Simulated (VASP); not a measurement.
Set up this calculation in VASP 6.6.1, as the native input.

* Task: relaxation of the atoms
* Functional: PBE
* Potentials or basis: VASP PAW PBE potentials, release 64 (In_d, P)
* Cutoff: 520 eV
* k mesh: 13 × 13 × 13
* Occupations: fermi-dirac, width 0.02 eV
* Spin: no spin polarisation
* Dipole correction: no
* Further INCAR settings: ALGO = Normal; EDIFF = 1e-07; IBRION = 2; EDIFFG = -0.02; NSW = 80

The structure of InP lies in POSCAR:

```
InP
1.0
    0.0000000000      2.9343500000      2.9930370000
    2.9343500000      0.0000000000      2.9930370000
    2.9343500000      2.9343500000      0.0000000000
In P
1 1
Direct
    0.0000000000      0.0000000000      0.0000000000
    0.2500000000      0.2500000000      0.2500000000
```

This cell differs from its parent crystal: z stretched by +2 %.

The input as run:

INCAR

```
SYSTEM = InP
ALGO     = Normal         ! electronic algorithm
EDIFF    = 1E-7           ! SCF threshold, eV
EDIFFG   = -0.02          ! ionic threshold
ENCUT    = 520            ! plane-wave cutoff, eV
GGA      = PE             ! functional
IBRION   = 2              ! ionic algorithm
ISIF     = 2              ! what is computed and relaxed
ISMEAR   = -1             ! smearing method
LASPH    = .True.         ! aspherical terms in the spheres
LCHARG   = .False.        ! write CHGCAR
LREAL    = .False.        ! projectors in reciprocal space
LWAVE    = .False.        ! write WAVECAR
NELM     = 80             ! most SCF steps
NSW      = 80             ! ionic steps
PREC     = Accurate       ! precision mode
SIGMA    = 0.02           ! smearing width, eV
```

KPOINTS

```
k-points
0
Gamma
  13 13 13
  0 0 0
```

Potentials or basis: VASP PAW PBE potentials, release 64 (In_d, P).

Command:

```console
$ cat potpaw_PBE.64/In_d/POTCAR potpaw_PBE.64/P/POTCAR > POTCAR
$ mpirun -np 1 vasp_std > vasp.out
```

Results of the run:

| Property | Result |
| --- | --- |
| Pressure after relaxing | 1.6 GPa |
| Band gap on the k mesh | 0.55 eV, direct |

Caveat: the cell differs from its parent crystal (z stretched by +2 %); the relaxation stopped at its first step, so nothing moved; spin-orbit coupling is left out, which moves the levels of the heavy elements.

Wall time 3.5 min on 1 thread of Oxide Virtual Turin-like Processor, on a shared host, peak memory 0.24 GiB.
